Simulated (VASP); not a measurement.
# InSb (F-43m) in VASP: notebook

Runs on InSb. Level: PBEsol. Tasks: single point.

Program: VASP 6.6.1. These are calculated values, not measurements. Logs are shortened: lines on timing, memory, paths and dates and some standing lists are left out, and cuts for length are marked.

### 1 The cell of the first run

It takes space group F-43m (No. 216, cubic). Conventional cell: a = 6.387 Å, b = 6.387 Å, c = 6.387 Å, α = 90.00°, β = 90.00°, γ = 90.00°. Within 3.6 Å of In (site symmetry -43m) lie 4 Sb at 2.77 Å. Within 3.6 Å of Sb (site symmetry -43m) lie 4 In at 2.77 Å.

### 2 Single point, PBEsol (32.57 Å³/atom)

The input, INCAR:

```
PREC = Accurate
ENCUT = 520
EDIFF = 1E-6
ISMEAR = 0
SIGMA = 0.1
LREAL = F
LASPH = T
NELM = 60
ALGO = Normal
ISIF = 2
LWAVE = F
LCHARG = F
GGA = PS
NBANDS = 16
```

The input, KPOINTS:

```
regular mesh
0
Gamma
  12 12 12
```

The input, POSCAR:

```
InSb
1.0
    0.0000000000      3.1933812205      3.1933812205
    3.1933812205      0.0000000000      3.1933812205
    3.1933812205      3.1933812205      0.0000000000
In Sb
1 1
Direct
    0.0000000000      0.0000000000      0.0000000000
    0.2500000000      0.2500000000      0.2500000000
```

Potentials or basis: VASP PAW PBE potentials, release 64 (In_d, Sb).

The run is started by

```console
> cat potpaw_PBE.64/In_d/POTCAR potpaw_PBE.64/Sb/POTCAR > POTCAR
> mpirun -np 1 vasp_std > vasp.out
```

OUTCAR:

```text
PREC = Accurate
   ENCUT = 520
   EDIFF = 1E-6
   ISMEAR = 0
   LREAL = F
   LASPH = T
   NELM = 60
   ISIF = 2
   GGA = PS

 ion  position               nearest neighbor table
   1  0.000  0.000  0.000-   2 2.77   2 2.77   2 2.77   2 2.77
   2  0.250  0.250  0.250-   1 2.77   1 2.77   1 2.77   1 2.77

  LATTYP: Found a face centered cubic cell.
 ALAT       =     6.3867624410

  Lattice vectors:

 A1 = (   0.0000000000,   3.1933812205,   3.1933812205)
 A2 = (   3.1933812205,   0.0000000000,   3.1933812205)
 A3 = (   3.1933812205,   3.1933812205,   0.0000000000)

Analysis of symmetry for initial positions (statically):
=====================================================================
 Subroutine PRICEL returns:
 Original cell was already a primitive cell.

 Routine SETGRP: Setting up the symmetry group for a
 face centered cubic supercell.

 Subroutine GETGRP returns: Found 24 space group operations
 (whereof 24 operations were pure point group operations)
 out of a pool of 48 trial point group operations.

The static configuration has the point symmetry T_d .

Analysis of symmetry for dynamics (positions and initial velocities):
=====================================================================
 Subroutine PRICEL returns:
 Original cell was already a primitive cell.

 Routine SETGRP: Setting up the symmetry group for a
 face centered cubic supercell.

 Subroutine GETGRP returns: Found 24 space group operations
 (whereof 24 operations were pure point group operations)
 out of a pool of 48 trial point group operations.

The dynamic configuration has the point symmetry T_d .

 Subroutine INISYM returns: Found 24 space group operations
 (whereof 24 operations are pure point group operations),
 and found     1 'primitive' translations

----------------------------------------------------------------------------------------

                                     Primitive cell

  volume of cell :      65.1302

  direct lattice vectors                    reciprocal lattice vectors
     0.000000000  3.193381221  3.193381221    -0.156573852  0.156573852  0.156573852
     3.193381221  0.000000000  3.193381221     0.156573852 -0.156573852  0.156573852
     3.193381221  3.193381221  0.000000000     0.156573852  0.156573852 -0.156573852

  length of vectors
     4.516123032  4.516123032  4.516123032     0.271193868  0.271193868  0.271193868

  position of ions in fractional coordinates (direct lattice)
     0.000000000  0.000000000  0.000000000
     0.250000000  0.250000000  0.250000000

  ion indices of the primitive-cell ions
   primitive index   ion index
                 1           1
                 2           2

----------------------------------------------------------------------------------------

 KPOINTS: regular mesh

Automatic generation of k-mesh.
 Grid dimensions read from file:
 generate k-points for:   12   12   12

 Generating k-lattice:

  Cartesian coordinates                     Fractional coordinates (reciprocal lattice)
    -0.013047821  0.013047821  0.013047821     0.083333333  0.000000000  0.000000000
     0.013047821 -0.013047821  0.013047821     0.000000000  0.083333333  0.000000000
     0.013047821  0.013047821 -0.013047821     0.000000000  0.000000000  0.083333333

  Length of vectors
     0.022599489  0.022599489  0.022599489

  Shift w.r.t. Gamma in fractional coordinates (k-lattice)
     0.000000000  0.000000000  0.000000000

 Subroutine IBZKPT returns following result:
 ===========================================

 Found     72 irreducible k-points:

 Following reciprocal coordinates:
            Coordinates               Weight
  0.000000  0.000000  0.000000      1.000000
  0.083333  0.000000  0.000000      8.000000
  0.166667  0.000000  0.000000      8.000000
  0.250000  0.000000  0.000000      8.000000
  0.333333  0.000000  0.000000      8.000000
  0.416667  0.000000  0.000000      8.000000
[... 16 lines left out ...]
  0.500000  0.166667  0.000000     24.000000
 -0.416667  0.166667  0.000000     24.000000
 [... further k-points ...]
   k-points           NKPTS =     72   k-points in BZ     NKDIM =     72   number of bands    NBANDS=     16
   number of dos      NEDOS =    301   number of ions     NIONS =      2
   total plane-waves  NPLWV =  46656
   dimension x,y,z NGX =    36 NGY =   36 NGZ =   36
   dimension x,y,z NGXF=    72 NGYF=   72 NGZF=   72
   ions per type =               1   1
   NGX,Y,Z   is equivalent  to a cutoff of  13.25, 13.25, 13.25 a.u.
   NGXF,Y,Z  is equivalent  to a cutoff of  26.50, 26.50, 26.50 a.u.
 SYSTEM =  unknown system
   PREC   = accura    normal or accurate (medium, high low for compatibility)
   ISTART =      0    job   : 0-new  1-cont  2-samecut
   ICHARG =      2    charge: 1-file 2-atom 10-const
   ISPIN  =      1    spin polarized calculation?
   LNONCOLLINEAR =      F non collinear calculations
   LSORBIT =      F    spin-orbit coupling
   LASPH  =      T    aspherical Exc in radial PAW
   ENCUT  =  520.0 eV  38.22 Ry    6.18 a.u.   8.40  8.40  8.40*2*pi/ulx,y,z
   NELM   =     60;   NELMIN=  2; NELMDL= -5     # of ELM steps
   EDIFF  = 0.1E-05   stopping-criterion for ELM
   LREAL  =      F    real-space projection
   EDIFFG = 0.1E-04   stopping-criterion for IOM
   NSW    =      0    number of steps for IOM
   IBRION =     -1    ionic relax: 0-MD 1-quasi-New 2-CG
   NFREE  =      0    steps in history (QN), initial steepest desc. (CG)
   ISIF   =      2    stress and relaxation
   ISYM   =      2    0-nonsym 1-usesym 2-fastsym
   POTIM  = 0.5000    time-step for ionic-motion
   TEBEG  =    0.0;   TEEND  =   0.0 temperature during run
   PSTRESS=    0.0 pullay stress
   NELECT =      18.0000    total number of electrons
   NUPDOWN=      -1.0000    fix difference up-down
   EMIN   =  10.00;   EMAX   =-10.00  energy-range for DOS
   EFERMI =   0.00;   METHOD = LEGACY
   ISMEAR =     0;   SIGMA  =   0.10  broadening in eV -4-tet -1-fermi 0-gaus
   EFERMI_NEDOS =   21; number of points for ismear=-14 and -15
   IALGO  =     38    algorithm
   IMIX   =      4    mixing-type and parameters
     AMIX     =   0.40;   BMIX     =  1.00
     AMIX_MAG =   1.60;   BMIX_MAG =  1.00
  volume/ion in A,a.u.               =      32.57       219.76
  Fermi-wavevector in a.u.,A,eV,Ry     =   1.066363  2.015133 15.471582  1.137129
  Thomas-Fermi vector in A             =   2.201944
   LORBIT       =      0    0 simple, 1 ext, 2 COOP (PROOUT), +10 PAW based schemes
   GGA     = PS    functional components
   LHFCALC =     F    Hartree Fock is set to
   AEXX    =    0.0000 exact exchange contribution
   IVDW    =     0    specifies the selected vdW correction
   LEPSILON=     F    determine dielectric tensor
   LRPA    =     F    only Hartree local field effects (RPA)
 non-spin polarized calculation
 Gauss-broadening in eV      SIGMA  =   0.10
  energy-cutoff  :      520.00
  volume of cell :       65.13
 maximum number of plane-waves:      1807
 NGX is ok and might be reduce to    36
   NGX = 17   NGY = 17   NGZ = 17

 number of electron      18.0000005 magnetization

 Free energy of the ion-electron system (eV)
  ---------------------------------------------------
  ext. energy  EPLUGINS =         0.00000000
  ---------------------------------------------------
  free energy    TOTEN  =        -7.66244330 eV

  energy without entropy =       -7.66230399  energy(sigma->0) =       -7.66237364

 E-fermi :   5.4867     XC(G=0):  -9.0541

 val. band max:        5.4289221322   @ k =   0.0000   0.0000   0.0000
 cond. band min:       5.9756833917   @ k =   0.5000   0.0000   0.0000
 fundamental gap:      0.5467612595
 Fermi energy:         5.4867132337

 k-point     1 :       0.0000    0.0000    0.0000
  band No.  band energies     occupation
      1      -9.2142      2.00000
      2      -9.2142      2.00000
      3      -9.2142      2.00000
      4      -9.1145      2.00000
      5      -9.1145      2.00000
      6      -5.6053      2.00000
[... 8 lines left out ...]
     15      13.8033      0.00000
     16      13.8033      0.00000

 k-point     2 :       0.0833    0.0000    0.0000
  band No.  band energies     occupation
      1      -9.2182      2.00000
      2      -9.2124      2.00000
      3      -9.2124      2.00000
      4      -9.1147      2.00000
      5      -9.1147      2.00000
      6      -5.5373      2.00000
[... 8 lines left out ...]
     15      13.1890      0.00000
     16      13.1890      0.00000

 k-point     3 :       0.1667    0.0000    0.0000
  band No.  band energies     occupation
      1      -9.2293      2.00000
      2      -9.2077      2.00000
      3      -9.2077      2.00000
      4      -9.1149      2.00000
      5      -9.1149      2.00000
      6      -5.3384      2.00000
[... 8 lines left out ...]
     15      12.7323      0.00000
     16      12.7323      0.00000

 k-point     4 :       0.2500    0.0000    0.0000
  band No.  band energies     occupation
      1      -9.2442      2.00000
      2      -9.2017      2.00000
      3      -9.2017      2.00000
      4      -9.1148      2.00000
      5      -9.1148      2.00000
      6      -5.0259      2.00000
[... 8 lines left out ...]
     15      12.7107      0.00000
     16      12.7107      0.00000

 k-point     5 :       0.3333    0.0000    0.0000
  band No.  band energies     occupation
      1      -9.2588      2.00000
      2      -9.1964      2.00000
      3      -9.1964      2.00000
      4      -9.1141      2.00000
      5      -9.1141      2.00000
      6      -4.6411      2.00000
[... 8 lines left out ...]
     15      13.1873      0.00000
     16      13.1873      0.00000

 k-point     6 :       0.4167    0.0000    0.0000
  band No.  band energies     occupation
      1      -9.2693      2.00000
      2      -9.1929      2.00000
      3      -9.1929      2.00000
      4      -9.1131      2.00000
      5      -9.1131      2.00000
      6      -4.2787      2.00000
[... 8 lines left out ...]
     15      14.0231      0.00000
     16      14.0231      0.00000

 k-point     7 :       0.5000    0.0000    0.0000
  band No.  band energies     occupation
      1      -9.2732      2.00000
      2      -9.1918      2.00000
      3      -9.1918      2.00000
      4      -9.1126      2.00000
      5      -9.1126      2.00000
      6      -4.1165      2.00000
[... 8 lines left out ...]
     15      14.6946      0.00000
     16      14.6946      0.00000

 k-point     8 :       0.0833    0.0833    0.0000
  band No.  band energies     occupation
      1      -9.2216      2.00000
      2      -9.2107      2.00000
      3      -9.2107      2.00000
      4      -9.1157      2.00000
      5      -9.1138      2.00000
      6      -5.5146      2.00000
[... 8 lines left out ...]
     15      12.5323      0.00000
     16      13.8737      0.00000

 k-point     9 :       0.1667    0.0833    0.0000
  band No.  band energies     occupation
      1      -9.2310      2.00000
      2      -9.2069      2.00000
      3      -9.2061      2.00000
      4      -9.1170      2.00000
      5      -9.1133      2.00000
      6      -5.3591      2.00000
[... 8 lines left out ...]
     15      12.3562      0.00000
     16      13.4699      0.00000
[... 172 lines left out ...]
 k-point    19 :       0.1667    0.1667    0.0000
  band No.  band energies     occupation
      1      -9.2410      2.00000
      2      -9.2013      2.00000
      3      -9.2013      2.00000
      4      -9.1195      2.00000
      5      -9.1119      2.00000
      6      -5.2482      2.00000
[... 8 lines left out ...]
     15      12.8041      0.00000
     16      14.0841      0.00000

 k-point    20 :       0.2500    0.1667    0.0000
  band No.  band energies     occupation
      1      -9.2532      2.00000
      2      -9.1957      2.00000
      3      -9.1949      2.00000
      4      -9.1217      2.00000
      5      -9.1109      2.00000
      6      -5.0143      2.00000
[... 8 lines left out ...]
     15      13.5227      0.00000
     16      13.9848      0.00000

 k-point    21 :       0.3333    0.1667    0.0000
  band No.  band energies     occupation
      1      -9.2652      2.00000
      2      -9.1913      2.00000
      3      -9.1890      2.00000
      4      -9.1226      2.00000
      5      -9.1102      2.00000
      6      -4.6808      2.00000
[... 8 lines left out ...]
     15      13.7401      0.00000
     16      14.1728      0.00000

 k-point    22 :       0.4167    0.1667    0.0000
  band No.  band energies     occupation
      1      -9.2747      2.00000
      2      -9.1884      2.00000
      3      -9.1850      2.00000
      4      -9.1216      2.00000
      5      -9.1101      2.00000
      6      -4.3023      2.00000
[... 8 lines left out ...]
     15      14.1436      0.00000
     16      14.7658      0.00000

 k-point    23 :       0.5000    0.1667    0.0000
  band No.  band energies     occupation
      1      -9.2798      2.00000
      2      -9.1870      2.00000
      3      -9.1835      2.00000
      4      -9.1193      2.00000
      5      -9.1112      2.00000
      6      -3.9988      2.00000
[... 8 lines left out ...]
     15      14.5285      0.00000
     16      14.7987      0.00000

 k-point    24 :      -0.4167    0.1667    0.0000
  band No.  band energies     occupation
      1      -9.2794      2.00000
      2      -9.1870      2.00000
      3      -9.1846      2.00000
      4      -9.1166      2.00000
      5      -9.1134      2.00000
      6      -3.9498      2.00000
[... 8 lines left out ...]
     15      13.7288      0.00000
     16      13.9939      0.00000

 [... further k-points ...]
[... 5 lines left out ...]
  --------------------------------------------------------------------------------------
  -------------------------------------------------------------------------------------
  Total        1.2481815      1.2481815      1.2481815      0.0000000      0.0000000      0.0000000
  in kB       30.7047833     30.7047833     30.7047833      0.0000000      0.0000000      0.0000000
  external PRESSURE =      30.7047833 kB  Pullay stress =       0.0000000 kB

 VOLUME and BASIS-vectors are now :
 -----------------------------------------------------------------------------
  energy-cutoff  :      520.00
  volume of cell :       65.13
      direct lattice vectors                 reciprocal lattice vectors
     0.000000000  3.193381221  3.193381221    -0.156573852  0.156573852  0.156573852
     3.193381221  0.000000000  3.193381221     0.156573852 -0.156573852  0.156573852
     3.193381221  3.193381221  0.000000000     0.156573852  0.156573852 -0.156573852

 POSITION                                       TOTAL-FORCE (eV/Angst)
 -----------------------------------------------------------------------------------
      0.00000      0.00000      0.00000        -0.000000     -0.000000     -0.000000
      1.59669      1.59669      1.59669         0.000000      0.000000      0.000000
 -----------------------------------------------------------------------------------
    total drift:                               -0.000000     -0.000000     -0.000000

  FREE ENERGIE OF THE ION-ELECTRON SYSTEM (eV)
  ---------------------------------------------------
  free  energy   TOTEN  =        -7.6624432957 eV

  energy  without entropy=       -7.6623039910  energy(sigma->0) =       -7.66237364
```

Run time: 72 s. Hardware: 1 thread of Intel Xeon 8259CL, shared host; peak memory 0.25 GiB.

Results:

```
Free energy            : -7.6624 eV
Pressure               : 3.1 GPa
Band gap on the k mesh : zero (filled and empty bands touch)
```

Caveat: the cell stands under pressure; semilocal functionals underestimate gaps, so a narrow gap can read as zero; the PAW data sets were made with another functional, which shifts forces and pressure a little; spin-orbit coupling is left out, which moves the levels of the heavy elements.

### 3 Single point, PBEsol (33.60 Å³/atom)

This run uses another cell than the first one, of 33.60 Å³/atom.

The input, INCAR:

```
SYSTEM = InSb
PREC = Accurate
ENCUT = 520
EDIFF = 1E-7
ISMEAR = 0
SIGMA = 0.1
LREAL = .FALSE.
LASPH = .TRUE.
NELM = 80
ALGO = Normal
ISIF = 2
LWAVE = .FALSE.
LCHARG = .TRUE.
GGA = PS
LELF = .TRUE.
LVHAR = .TRUE.
NBANDS = 16
```

The input, KPOINTS:

```
regular mesh
0
G
  12 12 12
  0 0 0
```

The input, POSCAR:

```
InSb
1.0
    0.0000000000      3.2269982300      3.2269982300
    3.2269982300      0.0000000000      3.2269982300
    3.2269982300      3.2269982300      0.0000000000
In Sb
1 1
Direct
    0.0000000000      0.0000000000      0.0000000000
    0.2500000000      0.2500000000      0.2500000000
```

Potentials or basis: VASP PAW PBE potentials, release 64 (In_d, Sb).

The run is started by

```console
> cat potpaw_PBE.64/In_d/POTCAR potpaw_PBE.64/Sb/POTCAR > POTCAR
> mpirun -np 1 vasp_std > vasp.out
```

Run time: 96 s. Hardware: 1 thread of Intel Xeon 8259CL, shared host; peak memory 0.25 GiB.

Results (log left out):

| Quantity | Value |
| --- | --- |
| Free energy | -7.6916 eV |
| Pressure | 1.4 GPa |
| Band gap on the k mesh | zero (filled and empty bands touch) |

Levels at points of the mesh, in eV from the Fermi level:
```csv
k point,band 6,band 7,band 8,band 9,band 10,band 11,band 12,band 13
"(0.00, 0.00, 0.00)",-10.88,-0.25,-0.05,-0.05,-0.05,2.88,2.88,2.88
"(0.50, 0.00, 0.00)",-9.47,-5.77,-1.08,-1.08,0.44,3.72,3.72,5.90
"(0.50, 0.50, 0.00)",-8.85,-6.05,-2.37,-2.37,1.18,1.20,8.14,8.14
```

Caveat: semilocal functionals underestimate gaps, so a narrow gap can read as zero; the PAW data sets were made with another functional, which shifts forces and pressure a little; spin-orbit coupling is left out, which moves the levels of the heavy elements.
